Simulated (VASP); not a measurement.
# RbSiH4 (P1) in VASP: notebook

Runs on RbSiH4. Level: PBE. Tasks: single point.

All numbers are computed with VASP 6.6.1; they aren't measurements. Logs are shortened: lines on timing, memory, paths and dates and some standing lists are left out, and cuts for length are marked.

### Step 1. The cell of the first run

The typed cell holds 6 atoms: a = 3.671 Å, b = 3.647 Å, c = 4.017 Å, α = 89.57°, β = 88.61°, γ = 89.86°.

### Step 2. Single point, PBE

Input file INCAR:

```
PREC = Accurate ; ENCUT = 520
EDIFF = 1E-7 ; ISMEAR = -1
SIGMA = 0.05 ; LREAL = F
LASPH = T ; NELM = 100
ALGO = Normal ; ISIF = 2
LWAVE = F ; LCHARG = F
GGA = PE ; NBANDS = 18
```

Input file KPOINTS:

```
Automatic mesh
0
Gamma
  4 4 4
```

Input file POSCAR:

```
RbSiH4
1.0
    2.5986870000      2.5929900000     -0.0454910000
    2.5820770000     -2.5756250000     -0.0145240000
    0.0437130000      0.0235820000     -4.0161970000
Rb Si H
1 1 4
Direct
    0.9934026512      0.9978900186      0.9971308094
    0.5078688187      0.4891117813      0.4931627308
    0.4456885514      0.1109927858      0.8550096330
    0.5467913900      0.8342620495      0.9500714459
    0.0636115908      0.5338235697      0.2168651069
    0.9648845768      0.4658753567      0.0441504891
```

Potentials or basis: VASP PAW PBE potentials, release 64 (Rb_sv, Si, H).

Launch:

```bash
cat potpaw_PBE.64/Rb_sv/POTCAR potpaw_PBE.64/Si/POTCAR potpaw_PBE.64/H/POTCAR > POTCAR
mpirun -np 1 vasp_std > vasp.out
```

OUTCAR:

```text
PREC = Accurate
   ENCUT = 520
   EDIFF = 1E-7
   ISMEAR = -1
   LREAL = F
   LASPH = T
   NELM = 100
   ISIF = 2
   GGA = PE

 ion  position               nearest neighbor table
   1  0.993  0.998  0.997-   6 1.72   4 1.76   3 1.79   5 1.92   6 1.95   4 2.12   3 2.14   5 2.17
                             2 3.20   2 3.22   2 3.25   2 3.26   2 3.31   2 3.31   2 3.32   2 3.33
   2  0.508  0.489  0.493-   5 2.00   3 2.01   1 3.20   1 3.22   1 3.25   1 3.26   1 3.31   1 3.31
                             1 3.32   1 3.33
   3  0.446  0.111  0.855-   1 1.79   2 2.01   1 2.14
   4  0.547  0.834  0.950-   1 1.76   1 2.12
   5  0.064  0.534  0.217-   6 0.83   1 1.92   2 2.00   1 2.17
   6  0.965  0.466  0.044-   5 0.83   1 1.72   1 1.95

  LATTYP: Found a triclinic cell.
 ALAT       =     5.1687344549
 B/A-ratio  =     0.7056036376
 C/A-ratio  =     1.6026343664
 COS(alpha) =     0.0015312895
 COS(beta)  =     0.6223536572
 COS(gamma) =     0.7039007489

  Lattice vectors:

 A1 = (   0.0166100000,   5.1686150000,  -0.0309670000)
 A2 = (  -2.5820770000,   2.5756250000,   0.0145240000)
 A3 = (   5.1536610000,   5.1623980000,   3.9252150000)

Analysis of symmetry for initial positions (statically):
=====================================================================
 Subroutine PRICEL returns:
 Original cell was already a primitive cell.

 Routine SETGRP: Setting up the symmetry group for a
 triclinic supercell.

 Subroutine GETGRP returns: Found  1 space group operations
 (whereof  1 operations were pure point group operations)
 out of a pool of  2 trial point group operations.

The static configuration has the point symmetry C_1 .

Analysis of symmetry for dynamics (positions and initial velocities):
=====================================================================
 Subroutine PRICEL returns:
 Original cell was already a primitive cell.

 Routine SETGRP: Setting up the symmetry group for a
 triclinic supercell.

 Subroutine GETGRP returns: Found  1 space group operations
 (whereof  1 operations were pure point group operations)
 out of a pool of  2 trial point group operations.

The dynamic configuration has the point symmetry C_1 .

 Subroutine INISYM returns: Found  1 space group operations
 (whereof  1 operations are pure point group operations),
 and found     1 'primitive' translations

----------------------------------------------------------------------------------------

                                     Primitive cell

  volume of cell :      53.7624

  direct lattice vectors                    reciprocal lattice vectors
     2.598687000  2.592990000 -0.045491000     0.192412616  0.192876419  0.003226770
     2.582077000 -2.575625000 -0.014524000     0.193683505 -0.194092052  0.000968431
     0.043713000  0.023582000 -4.016197000    -0.002879864 -0.001482783 -0.249031822

  length of vectors
     3.671354068  3.647077833  4.016504112     0.272459795  0.274200588  0.249052887

  position of ions in fractional coordinates (direct lattice)
     0.993402651  0.997890019  0.997130809
     0.507868819  0.489111781  0.493162731
     0.445688551  0.110992786  0.855009633
     0.546791390  0.834262049  0.950071446
     0.063611591  0.533823570  0.216865107
     0.964884577  0.465875357  0.044150489

  ion indices of the primitive-cell ions
   primitive index   ion index
                 1           1
                 2           2
                 3           3
                 4           4
                 5           5
                 6           6

----------------------------------------------------------------------------------------

 KPOINTS: Automatic mesh

Automatic generation of k-mesh.
 Grid dimensions read from file:
 generate k-points for:    4    4    4

 Generating k-lattice:

  Cartesian coordinates                     Fractional coordinates (reciprocal lattice)
     0.048103154  0.048219105  0.000806693     0.250000000  0.000000000  0.000000000
     0.048420876 -0.048523013  0.000242108     0.000000000  0.250000000 -0.000000000
    -0.000719966 -0.000370696 -0.062257955     0.000000000  0.000000000  0.250000000

  Length of vectors
     0.068114949  0.068550147  0.062263222

  Shift w.r.t. Gamma in fractional coordinates (k-lattice)
     0.000000000  0.000000000  0.000000000

 Subroutine IBZKPT returns following result:
 ===========================================

 Found     36 irreducible k-points:

 Following reciprocal coordinates:
            Coordinates               Weight
  0.000000  0.000000  0.000000      1.000000
  0.250000  0.000000  0.000000      2.000000
  0.500000  0.000000  0.000000      1.000000
  0.000000  0.250000  0.000000      2.000000
  0.250000  0.250000  0.000000      2.000000
  0.500000  0.250000  0.000000      2.000000
[... 16 lines left out ...]
 -0.000000 -0.250000  0.250000      2.000000
  0.250000 -0.250000  0.250000      2.000000
 [... further k-points ...]
   k-points           NKPTS =     36   k-points in BZ     NKDIM =     36   number of bands    NBANDS=     18
   number of dos      NEDOS =    301   number of ions     NIONS =      6
   total plane-waves  NPLWV =  23520
   dimension x,y,z NGX =    28 NGY =   28 NGZ =   30
   dimension x,y,z NGXF=    56 NGYF=   56 NGZF=   60
   ions per type =               1   1   4
   NGX,Y,Z   is equivalent  to a cutoff of  12.68, 12.76, 12.42 a.u.
   NGXF,Y,Z  is equivalent  to a cutoff of  25.36, 25.53, 24.83 a.u.
 SYSTEM =  unknown system
   PREC   = accura    normal or accurate (medium, high low for compatibility)
   ISTART =      0    job   : 0-new  1-cont  2-samecut
   ICHARG =      2    charge: 1-file 2-atom 10-const
   ISPIN  =      1    spin polarized calculation?
   LNONCOLLINEAR =      F non collinear calculations
   LSORBIT =      F    spin-orbit coupling
   LASPH  =      T    aspherical Exc in radial PAW
   ENCUT  =  520.0 eV  38.22 Ry    6.18 a.u.   6.83  6.78  7.47*2*pi/ulx,y,z
   NELM   =    100;   NELMIN=  2; NELMDL= -5     # of ELM steps
   EDIFF  = 0.1E-06   stopping-criterion for ELM
   LREAL  =      F    real-space projection
   EDIFFG = 0.1E-05   stopping-criterion for IOM
   NSW    =      0    number of steps for IOM
   IBRION =     -1    ionic relax: 0-MD 1-quasi-New 2-CG
   NFREE  =      0    steps in history (QN), initial steepest desc. (CG)
   ISIF   =      2    stress and relaxation
   ISYM   =      2    0-nonsym 1-usesym 2-fastsym
   POTIM  = 0.5000    time-step for ionic-motion
   TEBEG  =    0.0;   TEEND  =   0.0 temperature during run
   PSTRESS=    0.0 pullay stress
   NELECT =      17.0000    total number of electrons
   NUPDOWN=      -1.0000    fix difference up-down
   EMIN   =  10.00;   EMAX   =-10.00  energy-range for DOS
   EFERMI =   0.00;   METHOD = LEGACY
   ISMEAR =    -1;   SIGMA  =   0.05  broadening in eV -4-tet -1-fermi 0-gaus
   EFERMI_NEDOS =   21; number of points for ismear=-14 and -15
   IALGO  =     38    algorithm
   IMIX   =      4    mixing-type and parameters
     AMIX     =   0.40;   BMIX     =  1.00
     AMIX_MAG =   1.60;   BMIX_MAG =  1.00
  volume/ion in A,a.u.               =       8.96        60.47
  Fermi-wavevector in a.u.,A,eV,Ry     =   1.115317  2.107643 16.924722  1.243932
  Thomas-Fermi vector in A             =   2.251920
   LORBIT       =      0    0 simple, 1 ext, 2 COOP (PROOUT), +10 PAW based schemes
   GGA     = PE    functional components
   LHFCALC =     F    Hartree Fock is set to
   AEXX    =    0.0000 exact exchange contribution
   IVDW    =     0    specifies the selected vdW correction
   LEPSILON=     F    determine dielectric tensor
   LRPA    =     F    only Hartree local field effects (RPA)
 non-spin polarized calculation
  energy-cutoff  :      520.00
  volume of cell :       53.76
 maximum number of plane-waves:      1468
   NGX = 13   NGY = 13   NGZ = 15

 number of electron      16.9999999 magnetization

 Free energy of the ion-electron system (eV)
  ---------------------------------------------------
  ext. energy  EPLUGINS =         0.00000000
  ---------------------------------------------------
  free energy    TOTEN  =       -11.00876153 eV

  energy without entropy =      -11.00122430  energy(sigma->0) =      -11.00499291

 E-fermi :   4.2327     XC(G=0): -10.1496

 val. band max:        4.1204239590   @ k =  -0.2500   0.2500  -0.0000
 cond. band min:       4.2695420910   @ k =   0.0000   0.5000   0.2500
 fundamental gap:      0.1491181320
 Fermi energy:         4.2326965583

 k-point     1 :       0.0000    0.0000    0.0000
  band No.  band energies     occupation
      1     -22.7931      2.00000
      2      -7.3385      2.00000
      3      -7.2513      2.00000
      4      -6.8519      2.00000
      5      -6.0795      2.00000
      6      -2.8519      2.00000
[... 10 lines left out ...]
     17      13.4885      0.00000
     18      14.9527      0.00000

 k-point     2 :       0.2500    0.0000    0.0000
  band No.  band energies     occupation
      1     -22.7006      2.00000
      2      -9.0056      2.00000
      3      -7.1206      2.00000
      4      -6.9876      2.00000
      5      -4.8730      2.00000
      6      -1.9790      2.00000
[... 10 lines left out ...]
     17      14.2275      0.00000
     18      14.7214      0.00000

 k-point     3 :       0.5000    0.0000    0.0000
  band No.  band energies     occupation
      1     -22.6043      2.00000
      2     -10.0264      2.00000
      3      -6.9356      2.00000
      4      -6.8699      2.00000
      5      -4.1460      2.00000
      6      -2.1190      2.00000
[... 412 lines left out ...]
 k-point    23 :      -0.0000   -0.2500    0.2500
  band No.  band energies     occupation
      1     -22.6619      2.00000
      2      -9.4895      2.00000
      3      -7.3109      2.00000
      4      -6.8681      2.00000
      5      -3.7569      2.00000
      6      -2.1221      2.00000
[... 10 lines left out ...]
     17      14.0624      0.00000
     18      14.7508      0.00000

 k-point    24 :       0.2500   -0.2500    0.2500
  band No.  band energies     occupation
      1     -22.5736      2.00000
      2      -9.3024      2.00000
      3      -8.6365      2.00000
      4      -6.9537      2.00000
      5      -3.0770      2.00000
      6      -1.3084      2.00000
[... 10 lines left out ...]
     17      15.1210      0.00000
     18      15.6165      0.00000

 [... further k-points ...]

------------------------ aborting loop because EDIFF is reached ----------------------------------------

  FORCE on cell =-STRESS in cart. coord.  units (eV):
  Direction    XX          YY          ZZ          XY          YZ          ZX
  --------------------------------------------------------------------------------------
  -------------------------------------------------------------------------------------
  Total       18.2844409     14.6959311      3.5759949      0.5742304      1.0092196      0.4278684
  in kB      544.8962175    437.9547231    106.5685355     17.1126911     30.0758414     12.7509435
  external PRESSURE =     363.1398254 kB  Pullay stress =       0.0000000 kB

 VOLUME and BASIS-vectors are now :
 -----------------------------------------------------------------------------
  energy-cutoff  :      520.00
  volume of cell :       53.76
      direct lattice vectors                 reciprocal lattice vectors
     2.598687000  2.592990000 -0.045491000     0.192412616  0.192876419  0.003226770
     2.582077000 -2.575625000 -0.014524000     0.193683505 -0.194092052  0.000968431
     0.043713000  0.023582000 -4.016197000    -0.002879864 -0.001482783 -0.249031822

 POSITION                                       TOTAL-FORCE (eV/Angst)
 -----------------------------------------------------------------------------------
      5.20176      0.02921     -4.06436         0.106385      0.087706      0.363802
      2.60427      0.06876     -2.01085        -0.027561     -0.096981     -1.361702
      1.48217      0.88995     -3.45577         1.772413      1.284573      1.571133
      3.61660     -0.70852     -3.85266        -2.277257     -0.946350      1.416345
      1.55316     -1.20487     -0.88162        -0.780143      0.898229     -0.869207
      3.71229      1.30306     -0.22798         1.206163     -1.227176     -1.120371
 -----------------------------------------------------------------------------------
    total drift:                               -0.000052     -0.000075      0.000031

  FREE ENERGIE OF THE ION-ELECTRON SYSTEM (eV)
  ---------------------------------------------------
  free  energy   TOTEN  =       -11.0087615288 eV

  energy  without entropy=      -11.0012242968  energy(sigma->0) =      -11.00499291
```

Run time: 37 s. Hardware: 1 thread of Intel Xeon Platinum 8488C (Sapphire Rapids), shared host; peak memory 0.18 GiB.

Results:

```
Free energy   : -11.0088 eV
Pressure      : 36.3 GPa
Largest force : 2.844 eV/Å
```

Forces on the atoms (eV/Å):
```
Rb   0.106  0.088  0.364
Si  -0.028 -0.097 -1.362
H    1.772  1.285  1.571
H   -2.277 -0.946  1.416
H   -0.780  0.898 -0.869
H    1.206 -1.227 -1.120
```

Stress tensor (GPa, compression positive):
```
54.49  1.71  1.28
 1.71 43.80  3.01
 1.28  3.01 10.66
```

Caveat: the k points lie up to 0.43 Å⁻¹ apart; forces of over 1 eV/Å act on the atoms, so gaps and moduli don't describe the material at rest.

### Step 3. Single point, PBE

Input file INCAR:

```
SYSTEM = RbSiH4
PREC = Accurate
ENCUT = 520
EDIFF = 1E-7
ISMEAR = -1
SIGMA = 0.05
LREAL = .False.
LASPH = .True.
NELM = 100
ALGO = Normal
ISIF = 2
LWAVE = .False.
LCHARG = .True.
GGA = PE
LELF = .True.
LVHAR = .True.
NBANDS = 18
```

Input file KPOINTS:

```
regular mesh
0
Gamma
  4 4 4
  0 0 0
```

Input file POSCAR:

```
RbSiH4
1.0
    2.5986870000      2.5929900000     -0.0454910000
    2.5820770000     -2.5756250000     -0.0145240000
    0.0437130000      0.0235820000     -4.0161970000
Rb Si H
1 1 4
Direct
    0.9924992468      0.9995253275      0.9985073220
    0.5093422738      0.4857156497      0.4883363482
    0.4532025751      0.2559098358      0.8506498877
    0.5560425020      0.6419151031      1.0986744165
    0.0594624665      0.5220527400      0.2618737823
    0.9878113615      0.4810630626     -0.1273399902
```

Potentials or basis: VASP PAW PBE potentials, release 64 (Rb_sv, Si, H).

Launch:

```bash
cat potpaw_PBE.64/Rb_sv/POTCAR potpaw_PBE.64/Si/POTCAR potpaw_PBE.64/H/POTCAR > POTCAR
mpirun -np 1 vasp_std > vasp.out
```

Wall time 40 s (1 thread of Intel Xeon Platinum 8488C (Sapphire Rapids), shared host); peak memory 0.17 GiB.

It converged, with:

- Free energy: -12.6164 eV
- Pressure: 22.8 GPa
- Largest force: 2.238 eV/Å

Forces on the atoms (eV/Å):
```
Rb  -0.596  0.249 -0.170
Si  -0.255 -0.883 -0.142
H    1.379 -0.287  1.739
H   -0.948  0.648 -0.709
H   -0.227  1.016 -1.920
H    0.646 -0.742  1.201
```

Stress tensor (GPa, compression positive):
```
 38.35 -15.62   1.78
-15.62  23.96   8.34
  1.78   8.34   5.95
```

Levels at points of the mesh, in eV from the Fermi level:
| k point | band 5 | band 6 | band 7 | band 8 | band 9 | band 10 | band 11 | band 12 |
| --- | --- | --- | --- | --- | --- | --- | --- | --- |
| (0.00, 0.00, 0.00) | -10.64 | -4.07 | -2.83 | -2.56 | 0.39 | 1.45 | 3.70 | 5.14 |
| (0.50, 0.00, 0.00) | -7.29 | -6.96 | -4.21 | -0.62 | 0.05 | 0.74 | 2.24 | 6.21 |
| (0.00, 0.50, 0.00) | -7.66 | -5.54 | -2.87 | -1.66 | 0.07 | 1.42 | 1.95 | 4.78 |
| (0.50, 0.50, 0.00) | -9.28 | -3.85 | -3.05 | -0.68 | -0.33 | -0.01 | 2.34 | 3.72 |
| (0.00, 0.00, 0.50) | -8.44 | -7.25 | -2.98 | -0.55 | 0.62 | 1.05 | 2.54 | 6.30 |
| (0.50, 0.00, 0.50) | -8.34 | -5.28 | -4.91 | -3.32 | 0.20 | 2.00 | 5.02 | 5.60 |
| (0.00, 0.50, 0.50) | -9.04 | -5.22 | -2.48 | -1.22 | 0.34 | 1.78 | 2.16 | 3.91 |
| (0.50, 0.50, 0.50) | -7.46 | -7.00 | -5.55 | -2.45 | 0.22 | 1.80 | 5.59 | 7.65 |

Caveat: the k points lie up to 0.43 Å⁻¹ apart; forces of over 1 eV/Å act on the atoms, so gaps and moduli don't describe the material at rest.
